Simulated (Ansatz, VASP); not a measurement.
## One calculation of Hg, two programs

File INCAR:

```
PREC = Accurate ; ENCUT = 520
EDIFF = 1E-8 ; ISMEAR = -1
SIGMA = 0.05 ; LREAL = F
LASPH = T ; NELM = 60
ALGO = Normal ; ISIF = 2
LWAVE = F ; LCHARG = F
GGA = PS ; LEFG = T
NBANDS = 25
```

File KPOINTS:

```
Automatic mesh
0
Gamma
  8 8 9
```

The input POSCAR:

```
Hg
1.0
    4.6290442742      0.0000000000      0.0000000000
   -2.3145221371      4.0088699367      0.0000000000
    0.0000000000      0.0000000000      3.9459016228
Hg
3
Direct
    0.3333333333      0.6666666667      0.5000000000
    0.0000000000      0.0000000000      0.0000000000
    0.6666666667      0.3333333333      0.5000000000
```

Input for Ansatz:

```yaml
crystal:
  lattice:
    - [4.6290442742, 0.0, 0.0]
    - [-2.3145221371, 4.0088699367, 0.0]
    - [0.0, 0.0, 3.9459016228]
  atoms:
    - { symbol: Hg, position: [0.3333333333, 0.6666666667, 0.5] }
    - { symbol: Hg, position: [0.0, 0.0, 0.0] }
    - { symbol: Hg, position: [0.6666666667, 0.3333333333, 0.5] }
kpoints:
  mp_grid: { grid: [8, 8, 9] }
scf:
  occupations: { method: fermi_dirac, width: 0.05 }
hamiltonian:
  xc: pbesol
  pseudopotentials: { kind: all_electron, datasets: crystal }
output:
  forces: true
  stress: true
  eigenvalues: true
  efg: { contact_densities: true }
```

Change from the starting cell: volume scaled by 1.06, crystal datasets.

Alike in both runs: task electric field gradients; functional PBEsol; k mesh 8 × 8 × 9; occupations fermi-dirac, width 0.05 eV; no spin polarisation.

|  | VASP | Ansatz |
| --- | --- | --- |
| version | VASP 6.6.1 | Ansatz 0.2.0 |
| potentials or method | VASP PAW PBE potentials, release 64 (Hg), cutoff 520 eV | all-electron PAW with datasets made for the crystal, scalar-relativistic |

Ansatz gave:

```
pressure (GPa)                                                : 4.1
traceless stress, the component that is largest in VASP (GPa) : -5.75
size of Vzz on the site where it differs most (V/Å²)          : 233.8
```

Which values does VASP return?

Pressure (GPa): 4.7; traceless stress, the component that is largest in VASP (GPa): -6.19; size of Vzz on the site where it differs most (V/Å²): 304.0.

VASP's potentials were made for PBE, not for PBEsol. Ansatz ran all-electron here, and VASP with PAW potentials.

Spin-orbit coupling is off throughout.
